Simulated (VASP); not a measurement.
# Zr8C in VASP: further runs, part 2 of 2

VASP 6.6.1. Earlier steps stand in the parts before.

### Step 4. Single point, PBE

INCAR reads:

```
PREC = Accurate
ENCUT = 520
EDIFF = 1E-6
ISMEAR = 0
SIGMA = 0.1
LREAL = False
LASPH = True
NELM = 80
ALGO = Normal
ISIF = 2
LWAVE = False
LCHARG = True
LDIPOL = True
IDIPOL = 3
DIPOL = 0.5 0.5 0.324
GGA = PE
LELF = True
LVHAR = True
LVACPOTAV = True
NBANDS = 60
```

KPOINTS reads:

```
regular mesh
0
Gamma
  4 5 1
```

POSCAR reads:

```
Zr8C
1.0
    6.4655797184      0.0000000000      0.0000000000
    0.0000000000      5.1691196971      0.0000000000
    0.0000000000      0.0000000000     18.9770873264
Zr C
8 1
Direct
    0.0000000000      0.7500000000      0.2107805024
    0.5000000000      0.7500000000      0.2107805024
    0.2500000000      0.2500000000      0.2599569661
    0.7500000000      0.2500000000      0.2599569661
    0.2500000000      0.7500000000      0.3477072663
    0.7500000000      0.7500000000      0.3477072663
    0.0000000000      0.2500000000      0.3940060557
    0.5000000000      0.2500000000      0.3940060557
    0.0625000000      0.2500000000      0.4923862313
```

Potentials or basis: VASP PAW PBE potentials, release 64 (Zr_sv, C).

On the command line:

```sh
> cat potpaw_PBE.64/Zr_sv/POTCAR potpaw_PBE.64/C/POTCAR > POTCAR
> mpirun -np 1 vasp_std > vasp.out
```

OUTCAR:

```text
PREC = Accurate
   ENCUT = 520
   EDIFF = 1E-6
   ISMEAR = 0
   LREAL = False
   LASPH = True
   NELM = 80
   ISIF = 2
   GGA = PE

 ion  position               nearest neighbor table
   1  0.000  0.750  0.211-   5 3.06   6 3.06   3 3.19   4 3.19   3 3.19   4 3.19   2 3.23   2 3.23

   2  0.500  0.750  0.211-   5 3.06   6 3.06   3 3.19   4 3.19   3 3.19   4 3.19   1 3.23   1 3.23

   3  0.250  0.250  0.260-   7 3.01   8 3.01   5 3.07   5 3.07   1 3.19   1 3.19   2 3.19   2 3.19
                             4 3.23   4 3.23
   4  0.750  0.250  0.260-   7 3.01   8 3.01   6 3.07   6 3.07   1 3.19   1 3.19   2 3.19   2 3.19
                             3 3.23   3 3.23
   5  0.250  0.750  0.348-   1 3.06   2 3.06   3 3.07   3 3.07   8 3.17   7 3.17   7 3.17   8 3.17
                             6 3.23   6 3.23
   6  0.750  0.750  0.348-   1 3.06   2 3.06   4 3.07   4 3.07   8 3.17   7 3.17   7 3.17   8 3.17
[... 784 lines left out ...]
  energy-cutoff  :      520.00
  volume of cell :      634.24
      direct lattice vectors                 reciprocal lattice vectors
     6.465579718  0.000000000  0.000000000     0.154665172  0.000000000  0.000000000
     0.000000000  5.169119697  0.000000000     0.000000000  0.193456538  0.000000000
     0.000000000  0.000000000 18.977087326     0.000000000  0.000000000  0.052695126

 POSITION                                       TOTAL-FORCE (eV/Angst)
 -----------------------------------------------------------------------------------
      0.00000      3.87684      4.00000        -0.012573      0.000000      0.211153
      3.23279      3.87684      4.00000        -0.027013      0.000000      0.410871
      1.61639      1.29228      4.93323        -0.022770      0.000000     -0.521937
      4.84918      1.29228      4.93323         0.154567      0.000000     -0.467385
      1.61639      3.87684      6.59847         0.276107      0.000000      0.230466
      4.84918      3.87684      6.59847        -0.215711      0.000000     -0.302541
      0.00000      1.29228      7.47709        -0.267513      0.000000     -0.813285
      3.23279      1.29228      7.47709        -0.742351      0.000000      1.188636
      0.40410      1.29228      9.34406         0.857257      0.000000      0.064021
 -----------------------------------------------------------------------------------
    total drift:                               -0.000005     -0.000000      0.000370

  FREE ENERGIE OF THE ION-ELECTRON SYSTEM (eV)
  ---------------------------------------------------
  free  energy   TOTEN  =       -66.3619331796 eV

  energy  without entropy=      -66.2888605330  energy(sigma->0) =      -66.32539686

 vacuum level on the upper side and lower side of the slab         5.198         3.277
```

stdout:

```text
POSCAR found type information on POSCAR ZrC
 POSCAR found :  2 types and       9 ions
 scaLAPACK will be used
 LDA part: xc-table for (Slater+PW92), standard interpolation
 POSCAR, INCAR and KPOINTS ok, starting setup
 FFT: planning ... GRIDC
 FFT: planning ... GRID_SOFT
 FFT: planning ... GRID
 WAVECAR not read
 entering main loop
 -----------------------------------------------------------------------------
|                                                                             |
|           W    W    AA    RRRRR   N    N  II  N    N   GGGG   !!!           |
|           W    W   A  A   R    R  NN   N  II  NN   N  G    G  !!!           |
|           W    W  A    A  R    R  N N  N  II  N N  N  G       !!!           |
|           W WW W  AAAAAA  RRRRR   N  N N  II  N  N N  G  GGG   !            |
|           WW  WW  A    A  R   R   N   NN  II  N   NN  G    G                |
|           W    W  A    A  R    R  N    N  II  N    N   GGGG   !!!           |
|                                                                             |
|     Did not find any points to average over, which means that no vacuum     |
|     field-free region was found. Please increase the size of  your cell     |
|     in the dimension of the dipole correction to obtain accurate            |
|     workfunction values.                                                    |
|                                                                             |
 -----------------------------------------------------------------------------
```

It took 22 min on 1 thread of Intel Xeon 6975P-C (Granite Rapids), shared host; peak memory 0.7 GiB.

Results:

```yaml
Free_energy: -66.3619 eV
Largest_force: 1.401 eV/Å
Band_gap_on_the_k_mesh: zero (bands 50 and 51 overlap by 0.15 eV)
```

Forces on the atoms (eV/Å):
```
Zr  -0.013  0.000  0.211
Zr  -0.027  0.000  0.411
Zr  -0.023  0.000 -0.522
Zr   0.155  0.000 -0.467
Zr   0.276  0.000  0.230
Zr  -0.216  0.000 -0.303
Zr  -0.268  0.000 -0.813
Zr  -0.742  0.000  1.189
C    0.857  0.000  0.064
```

### Step 5. Single point, PBE

INCAR reads:

```
PREC     = Accurate       # precision mode
ENCUT    = 520            # plane-wave cutoff, eV
EDIFF    = 1E-7           # SCF threshold, eV
ISMEAR   = 0              # smearing method
SIGMA    = 0.1            # smearing width, eV
LREAL    = False          # projectors in reciprocal space
LASPH    = True           # aspherical terms in the spheres
NELM     = 100            # most SCF steps
ALGO     = Normal         # electronic algorithm
ISIF     = 2              # what is computed and relaxed
LWAVE    = False          # write WAVECAR
LCHARG   = False          # write CHGCAR
LDIPOL   = True         
IDIPOL   = 3            
DIPOL    = 0.5 0.5 0.316
GGA      = PE             # functional
NBANDS   = 60             # bands
```

KPOINTS reads:

```
Automatic mesh
0
Gamma
  4 5 1
```

Edit POSCAR of step 4 so:

```diff
@@ -16,2 +16,2 @@
     0.5000000000      0.2500000000      0.3940060557
-    0.0625000000      0.2500000000      0.4923862313
+    0.0000000000      0.6250000000      0.4165559368
```

On the command line:

```sh
> cat potpaw_PBE.64/Zr_sv/POTCAR potpaw_PBE.64/C/POTCAR > POTCAR
> mpirun -np 1 vasp_std > vasp.out
```

Wall time 18 min (1 thread of Intel Xeon 6975P-C (Granite Rapids), shared host); peak memory 0.7 GiB.

Results (log left out):

```yaml
Free_energy: -70.2871 eV
Largest_force: 2.079 eV/Å
Band_gap_on_the_k_mesh: zero (bands 50 and 51 overlap by 0.43 eV)
```

Forces on the atoms (eV/Å):
```
Zr   0.000 -0.025  0.036
Zr   0.000  0.024 -0.397
Zr   0.194  0.006 -0.423
Zr  -0.194  0.006 -0.423
Zr  -0.198 -0.347  0.350
Zr   0.198 -0.347  0.350
Zr   0.000 -1.682  0.521
Zr   0.000  0.286 -0.035
C    0.000  2.079  0.022
```

Levels at points of the mesh, in eV from the Fermi level:
```csv
k point,band 47,band 48,band 49,band 50,band 51,band 52,band 53,band 54
"(0.00, 0.00, 0.00)",-0.78,-0.21,-0.19,0.25,0.44,0.53,0.71,0.78
"(0.50, 0.00, 0.00)",-0.73,-0.33,-0.22,-0.19,-0.18,0.04,0.32,0.44
```

### Step 6. Single point, PBE

INCAR reads:

```
ALGO = Normal ; DIPOL = 0.5 0.5 0.322
EDIFF = 1E-6 ; ENCUT = 520
GGA = PE ; IDIPOL = 3
ISIF = 2 ; ISMEAR = 0
LASPH = T ; LCHARG = F
LDIPOL = T ; LREAL = F
LWAVE = F ; NBANDS = 60
NELM = 60 ; PREC = Accurate
SIGMA = 0.1
```

KPOINTS reads:

```
k-points
0
Gamma
  4 5 1
```

Edit POSCAR of step 5 so:

```diff
@@ -16,2 +16,2 @@
     0.5000000000      0.2500000000      0.3940060557
-    0.0000000000      0.6250000000      0.4165559368
+    0.1875000000      0.2500000000      0.4696205813
```

Potentials or basis: VASP PAW PBE potentials, release 64 (Zr_sv, C).

On the command line:

```sh
> cat potpaw_PBE.64/Zr_sv/POTCAR potpaw_PBE.64/C/POTCAR > POTCAR
> mpirun -np 1 vasp_std > vasp.out
```

Run time: 18 min. Hardware: 1 thread of Intel Xeon 6975P-C (Granite Rapids), shared host; peak memory 0.69 GiB.

Results (log left out):

| Item | Value |
| --- | --- |
| Free energy | -67.9032 eV |
| Largest force | 3.067 eV/Å |
| Band gap on the k mesh | zero (bands 50 and 51 overlap by 0.41 eV) |

Forces on the atoms (eV/Å):
```
Zr   0.016  0.000  0.209
Zr  -0.071  0.000  0.337
Zr   0.182  0.000 -0.799
Zr   0.176  0.000 -0.411
Zr   0.155  0.000  0.601
Zr  -0.222  0.000 -0.652
Zr  -1.098  0.000 -0.976
Zr  -2.204  0.000  1.626
C    3.066  0.000  0.065
```

Levels at points of the mesh, in eV from the Fermi level:
```tsv
k point	band 48	band 49	band 50	band 51	band 52	band 53
(0.00, 0.00, 0.00)	-0.28	-0.18	0.33	0.39	0.51	0.67
(0.50, 0.00, 0.00)	-0.41	-0.26	-0.18	-0.08	0.05	0.27
```

### Step 7. Summary

| cell | gap on the mesh (eV) | largest force (eV/Å) |
| --- | --- | --- |
| as given, atomic positions A | none | 2.38 |
| as given, atomic positions B | none | 1.40 |
| as given, atomic positions C | none | 2.08 |
| as given, atomic positions D | none | 3.07 |

Alike in all rows: task single point; level PBE; potentials or basis VASP PAW PBE potentials, release 64 (Zr_sv, C); no spin polarisation; k mesh 4 × 5 × 1; cutoff (eV) 520; smearing gaussian 0.1 eV.

Total energies depend on the potentials used, so only differences within one code and one set of settings carry meaning.
